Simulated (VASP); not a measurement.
Input of a VASP 6.6.1 run:

File INCAR:

```
PREC = Accurate
ENCUT = 520
EDIFF = 1E-6
ISMEAR = 0
SIGMA = 0.15
LREAL = F
LASPH = T
NELM = 100
ALGO = Normal
ISIF = 2
LWAVE = F
LCHARG = F
GGA = PS
IVDW = 12
NBANDS = 11
```

The input KPOINTS:

```
Automatic mesh
0
Gamma
  21 21 12
```

Contents of POSCAR:

```
C
1.0
    2.5190997031      0.0000000000      0.0000000000
   -1.2595498516      2.1816043375      0.0000000000
    0.0000000000      0.0000000000      3.6177192973
C
2
Direct
    0.3333333333      0.6666666667      0.0000000000
    0.6666666667      0.3333333333      0.0000000000
```

Potentials or basis: VASP PAW PBE potentials, release 64 (C).

Launch:

```bash
$ cat potpaw_PBE.64/C/POTCAR > POTCAR
$ mpirun -np 1 vasp_std > vasp.out
```

Task: What does it give for the dispersion energy per atom?

Result: -0.100 eV.

Task: What does it give for the pressure?

Result: -17.4 GPa.

Task: Estimate the band gap on the k mesh.

Result: Zero (band 4 reaches 4.08 eV, above the bottom of band 5 at 3.18 eV).

Stress tensor (GPa, compression positive):
```
-25.83   0.00   0.00
  0.00 -25.83   0.00
  0.00   0.00  -0.53
```

Caveat: the PAW data sets were made with another functional, which shifts forces and pressure a little.
